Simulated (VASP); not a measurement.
Ga, 1 atom in the cell. The structure is tetragonal, space group I4/mmm (No. 139). The conventional cell has a = 2.769 Å, b = 2.769 Å, c = 4.622 Å, α = 90.00°, β = 90.00°, γ = 90.00°. Within 3.6 Å of Ga (site symmetry 4/mmm) lie 12 Ga at 2.77 to 3.03 Å. 

```yaml
Program: VASP 6.6.1
Task: relaxation of cell and atoms
Functional: PBEsol
Dispersion: D4
Potentials_or_basis: VASP PAW PBE potentials, release 64 (Ga_d)
Cutoff: 600 eV
k_mesh: 13 × 13 × 13
Occupations: fermi-dirac, width 0.05 eV
Spin: no spin polarisation
Dipole_correction: no
Further_INCAR_settings: ALGO = Normal; EDIFF = 1e-06; IBRION = 2; EDIFFG = -0.01; NSW = 60; ISIF = 3
```

Potentials or basis: VASP PAW PBE potentials, release 64 (Ga_d).

Command:

```sh
$ cat potpaw_PBE.64/Ga_d/POTCAR > POTCAR
$ mpirun -np 1 vasp_std > vasp.out
```

Hardware: 1 thread of Intel Xeon 8259CL, on a shared host.

Estimate the wall time of this run.

Wall time 3.5 min on 1 thread of Intel Xeon 8259CL, on a shared host, peak memory 0.18 GiB. Counts: scf iterations 59, k points 196, ion steps 10.
